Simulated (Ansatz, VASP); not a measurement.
## One calculation of Fe, two programs

```
CELL_PARAMETERS angstrom
-1.43455 1.43455 1.43455
1.43455 -1.43455 1.43455
1.43455 1.43455 -1.43455
ATOMIC_POSITIONS crystal
Fe 0.00000 0.00000 0.00000
```

Alike in both runs: task single point; functional r2SCAN; k mesh 22 × 22 × 22; occupations fermi-dirac, width 0.05 eV; collinear spin.

|  | VASP | Ansatz |
| --- | --- | --- |
| version | VASP 6.6.1 | Ansatz 0.2.0 |
| potentials or method | VASP PAW PBE potentials, release 64 (Fe), cutoff 520 eV | plane waves (500 eV) with PAW, scalar-relativistic |
| valence electrons in the cell | 8 | 16 |

|  | VASP | Ansatz | Ansatz less VASP |
| --- | --- | --- | --- |
| pressure (GPa) | -0.9 | -0.2 | +0.69 |
| net moment per atom (μB) | 2.66 | 2.66 | +0.002 |
| size of the moment on the site where the two differ most (μB) | 2.73 | 2.82 | +0.087 |

VASP's potentials were made for PBE, not for r2SCAN. Site moments also hang on the region over which each program counts them. VASP's potentials hold 8 valence electrons a cell and Ansatz's 16, so a difference there can come from the potentials and not from the codes. Ansatz's warnings: stability check not made.
